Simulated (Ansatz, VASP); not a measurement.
One calculation of PIr, two programs

```
Ir P
1.0
     0.00000    2.54182    2.54182
     2.54182    0.00000    2.54182
     2.54182    2.54182    0.00000
Ir P
1 1
Direct
  0.00000 0.00000 0.00000
  0.25000 0.25000 0.25000
```

Alike in both runs: task single point; functional LDA; k mesh 12 × 12 × 12; occupations fermi-dirac, width 0.05 eV; no spin polarisation.

```csv
,VASP,Ansatz
version,VASP 6.6.1,Ansatz 0.2.0
potentials or method,"VASP PAW LDA potentials, release 64 (Ir_sv_GW, P)","PAW with Ansatz's default frozen-core files, scalar-relativistic"
plane-wave cutoff (eV),500,420
valence electrons in the cell,22,22
```

Ansatz gave:

```
gap on the k mesh at the Fermi level (eV) : none
pressure (GPa)                            : 11.3
```

Q: Estimate VASP's values.

A: gap on the k mesh at the Fermi level (eV): none; pressure (GPa): 10.2.

LDA's correlation is that of Perdew and Zunger in VASP and of Perdew and Wang (1992) in Ansatz. A gap of «none» marks a metal or a gap that the smearing closes.

Spin-orbit coupling is off throughout.
